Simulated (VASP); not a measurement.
Runs of VASP 6.6.1 on WSe2. The structure is that of space group Amm2 (No. 38), or close to it. The cells are those of the table. 

```csv
cell,gap on the mesh (eV),pressure (GPa),largest force (eV/Å)
"a = 3.077, b = 3.326, c = 7.169 Å, angles 90.0, 90.0, 117.6°, 3 atoms",1.11,1.1,0.56
"a = 3.481, b = 3.238, c = 6.842 Å, angles 90.0, 90.0, 122.5°, 3 atoms",1.19,2.0,0.97
"a = 3.519, b = 3.277, c = 6.678 Å, angles 90.0, 90.0, 122.5°, 3 atoms",0.74,2.8,1.05
"a = 2.951, b = 3.455, c = 7.006 Å, angles 90.0, 90.0, 115.3°, 3 atoms",0.51,5.1,1.07
"a = 3.038, b = 3.287, c = 7.333 Å, angles 90.0, 90.0, 117.5°, 3 atoms",0.74,0.9,0.72
"a = 3.569, b = 3.090, c = 7.169 Å, angles 90.0, 90.0, 125.3°, 3 atoms",(a),(b),1.91
"a = 3.405, b = 3.162, c = 7.169 Å, angles 90.0, 90.0, 122.6°, 3 atoms",1.16,1.0,0.79
"a = 3.153, b = 3.402, c = 6.842 Å, angles 90.0, 90.0, 117.6°, 3 atoms",1.22,2.0,0.70
"a = 3.366, b = 3.124, c = 7.333 Å, angles 90.0, 90.0, 122.6°, 3 atoms",1.04,0.8,0.76
"a = 3.607, b = 3.128, c = 7.006 Å, angles 90.0, 90.0, 125.2°, 3 atoms",1.16,4.4,2.11
"a = 2.989, b = 3.493, c = 6.842 Å, angles 90.0, 90.0, 115.3°, 3 atoms",0.94,5.4,1.20
```

Alike in all rows: task single point; level PBE+D3(BJ); potentials or basis VASP PAW PBE potentials, release 64 (W_sv, Se); no spin polarisation; k mesh 9 × 9 × 4; cutoff (eV) 520; smearing gaussian 0.05 eV.

Q: Fill in the values left out.

A: (a) 1.01; (b) 4.2.

Caveats: spin-orbit coupling is left out, which moves the levels of the heavy elements; forces of over 1 eV/Å act on the atoms, so gaps and moduli don't describe the material at rest (at least some runs); the stress differs along the axes, from -7 to 9 GPa (at least some runs); the stress differs along the axes, from -6 to 13 GPa (at least some runs); the stress differs along the axes, from -7 to 8 GPa (at least some runs); the stress differs along the axes, from -11 to 26 GPa (at least some runs); the stress differs along the axes, from -7 to 15 GPa (at least some runs).

A k mesh can miss the band edges, and the runs leave out spin-orbit coupling on Se, W.
